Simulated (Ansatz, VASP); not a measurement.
**CoSi2 in VASP and in Ansatz**

```
Co Si
1.0
     0.00000    2.64703    2.64703
     2.64703    0.00000    2.64703
     2.64703    2.64703    0.00000
Co Si
1 2
Direct
  0.00000 0.00000 0.00000
  0.25000 0.25000 0.25000
  0.75000 0.75000 0.75000
```

Alike in both runs: task relaxation of cell and atoms; functional r2SCAN; k mesh 11 × 11 × 11; occupations fermi-dirac, width 0.05 eV; no spin polarisation.

|  | VASP | Ansatz |
| --- | --- | --- |
| version | VASP 6.6.1 | Ansatz 0.2.0 |
| potentials or method | VASP PAW PBE potentials, release 64 (Co, Si) | PAW with Ansatz's default frozen-core files, scalar-relativistic |
| plane-wave cutoff (eV) | 600 | 500 |
| valence electrons in the cell | 17 | 25 |

```tsv
	VASP	Ansatz	Ansatz less VASP
relaxed volume (Å³/atom)	12.50	12.51	+0.008
relaxed length of the cell vector where the two differ most in proportion (Å)	3.757	3.758	+0.0008
```

VASP's potentials were made for PBE, not for r2SCAN. VASP's potentials hold 17 valence electrons a cell and Ansatz's 25, so a difference there can come from the potentials and not from the codes.
